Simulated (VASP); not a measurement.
## I: single point with PBE

Crystal: I.

```
I
1.0
    -1.89249    1.89249    1.89249
     1.89249   -1.89249    1.89249
     1.89249    1.89249   -1.89249
I
1
Direct
  0.00000 0.00000 0.00000
```

This cell differs from its parent crystal: volume scaled by 0.75.

```json
{
 "Program": "VASP 6.6.1",
 "Task": "single point",
 "Functional": "PBE",
 "Potentials or basis": "VASP PAW PBE potentials, release 64 (I)",
 "Cutoff": "520 eV",
 "k mesh": "13 × 13 × 13",
 "Occupations": "fermi-dirac, width 0.1 eV",
 "Spin": "no spin polarisation"
}
```

- Pressure: 13.8 GPa

Levels at points of the mesh, in eV from the Fermi level:
```
           k point  band 2  band 3  band 4  band 5  band 6  band 7
(0.00, 0.00, 0.00)    1.44    1.44    1.44    8.89    9.72    9.72
```

Run time: 8.3 s on 1 thread of AMD EPYC 9R45 96-Core Processor (Zen 5), with other jobs on the host, peak memory 0.12 GiB.

Caveat: spin-orbit coupling is left out, which moves the levels of the heavy elements; an odd number of electrons without spin polarisation forces a metal; a magnetic or distorted state may lie lower.
